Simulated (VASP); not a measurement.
Write the native input for VASP 6.6.1 that does the following.

- Task: single point
- Functional: r2SCAN
- Potentials or basis: VASP PAW PBE potentials, release 64 (Al)
- Cutoff: 520 eV
- k mesh: 18 × 18 × 14
- Occupations: gaussian, width 0.1 eV
- Spin: no spin polarisation
- Dipole correction: no
- Further INCAR settings: ALGO = Normal; EDIFF = 1e-07; NBANDS = 10

The system is Al.

```
Al
1.0
     2.02084    2.02084    0.00000
    -2.02084    2.02084    0.00000
     0.00000    0.00000    3.87290
Al
2
Direct
  0.00000 0.00000 0.00000
  0.50000 0.50000 0.50000
```

This cell differs from its parent crystal: uniaxial strain along c: -3.0 %, then relaxed in part.

These files were run (other wordings do the same):

POSCAR

```
Al
1.0
    2.0208398485      2.0208398485      0.0000000000
   -2.0208398485      2.0208398485      0.0000000000
    0.0000000000      0.0000000000      3.8728989879
Al
2
Direct
    0.0000000000      0.0000000000      0.0000000000
    0.5000000000      0.5000000000      0.5000000000
```

INCAR.step1

```
SYSTEM = Al
PREC     = Accurate       ! precision mode
ENCUT    = 520            ! plane-wave cutoff, eV
ISMEAR   = 0              ! smearing method
SIGMA    = 0.1            ! smearing width, eV
LREAL    = .False.        ! projectors in reciprocal space
LASPH    = .True.         ! aspherical terms in the spheres
NELM     = 80             ! most SCF steps
NBANDS   = 10             ! bands
GGA      = PE             ! functional
ALGO     = Normal         ! electronic algorithm
EDIFF    = 1E-4           ! SCF threshold, eV
LWAVE    = .True.         ! write WAVECAR
LCHARG   = .False.        ! write CHGCAR
```

INCAR.step2

```
SYSTEM = Al
PREC     = Accurate       ! precision mode
ENCUT    = 520            ! plane-wave cutoff, eV
EDIFF    = 1E-7           ! SCF threshold, eV
ISMEAR   = 0              ! smearing method
SIGMA    = 0.1            ! smearing width, eV
LREAL    = .False.        ! projectors in reciprocal space
LASPH    = .True.         ! aspherical terms in the spheres
NELM     = 80             ! most SCF steps
ALGO     = Normal         ! electronic algorithm
ISIF     = 2              ! what is computed and relaxed
LWAVE    = .False.        ! write WAVECAR
LCHARG   = .False.        ! write CHGCAR
METAGGA  = R2SCAN         ! meta-GGA
LMIXTAU  = .True.       
NBANDS   = 10             ! bands
ISTART   = 1
```

KPOINTS

```
Automatic mesh
0
Gamma
  18 18 14
  0 0 0
```

Potentials or basis: VASP PAW PBE potentials, release 64 (Al).

Run with:

```bash
$ cat potpaw_PBE.64/Al/POTCAR > POTCAR
$ cp INCAR.step1 INCAR
$ mpirun -np 1 vasp_std > vasp.out
$ cp INCAR.step2 INCAR
$ mpirun -np 1 vasp_std > vasp.out
```

Results of the run:

The pressure is 0.5 GPa and the band gap on the k mesh is zero (bands 3 and 4 overlap by 12.29 eV).

Caveat: the cell differs from its parent crystal (uniaxial strain along c: -3.0 %, then relaxed in part); the PAW data sets were made with another functional, which shifts forces and pressure a little.

Wall time 2.3 min on 1 thread of Intel(R) Xeon(R) 6975P-C (Granite Rapids), with other jobs on the host, peak memory 0.23 GiB.
